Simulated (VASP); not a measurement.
## KC: single point with PBE

KC:

```
K C
1.0
     3.23586    0.00000    0.00000
    -1.61793    2.80234    0.00000
     0.00000    0.00000    5.18927
K C
1 1
Direct
  0.00000 0.00000 0.00000
  0.00000 0.00000 0.50000
```

```yaml
Program: VASP 6.6.1
Task: single point
Functional: PBE
Potentials_or_basis: VASP PAW PBE potentials, release 64 (K_sv, C)
Cutoff: 600 eV
k_mesh: 7 × 7 × 3
Occupations: gaussian, width 0.2 eV
Spin: no spin polarisation
```

| Quantity | Value |
| --- | --- |
| Pressure | 0.4 GPa |

Stress tensor (GPa, compression positive):
```
0.50 0.00 0.00
0.00 0.50 0.00
0.00 0.00 0.27
```

Levels at points of the mesh, in eV from the Fermi level:
```
           k point  band 2  band 3  band 4  band 5  band 6  band 7  band 8  band 9  band 10  band 11
(0.00, 0.00, 0.00)  -15.10  -14.76  -14.76   -9.21   -0.37    0.57    2.25    2.25     5.80     5.80
```

Wall time 9.1 s on 1 thread of Intel(R) Xeon(R) Platinum 8559C (Emerald Rapids), on a shared host, peak memory 0.18 GiB.

Caveat: the k points lie up to 0.40 Å⁻¹ apart.
